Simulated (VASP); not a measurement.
C2TeH6, 9 atoms in the cell. The cell holds a molecule in a box, 9 atoms: a = 15.716 Å, b = 14.500 Å, c = 15.000 Å, α = 90.00°, β = 90.00°, γ = 90.00°. 

* Program: VASP 6.6.1
* Task: single point
* Functional: PBE
* Potentials or basis: VASP PAW PBE potentials, release 64 (C, Te, H)
* Cutoff: 520 eV
* k mesh: 1 × 1 × 1
* Occupations: gaussian, width 0.005 eV
* Spin: no spin polarisation
* Dipole correction: no
* Further INCAR settings: ALGO = Normal; EDIFF = 1e-06; NBANDS = 20; ISYM = 0

Potentials or basis: VASP PAW PBE potentials, release 64 (C, Te, H).

Launch:

```sh
$ cat potpaw_PBE.64/C/POTCAR potpaw_PBE.64/Te/POTCAR potpaw_PBE.64/H/POTCAR > POTCAR
$ mpirun -np 1 vasp_gam > vasp.out
```

Hardware: 1 thread of Intel(R) Xeon(R) Platinum 8259CL CPU @ 2.50GHz (Skylake/Cascade Lake), on a shared host.

Problem. How long does it take, and how much memory?

Solution. Run time: 5.8 min on 1 thread of Intel(R) Xeon(R) Platinum 8259CL CPU @ 2.50GHz (Skylake/Cascade Lake), with other jobs on the host, peak memory 2.1 GiB. Counts: scf iterations 25, k points 1.
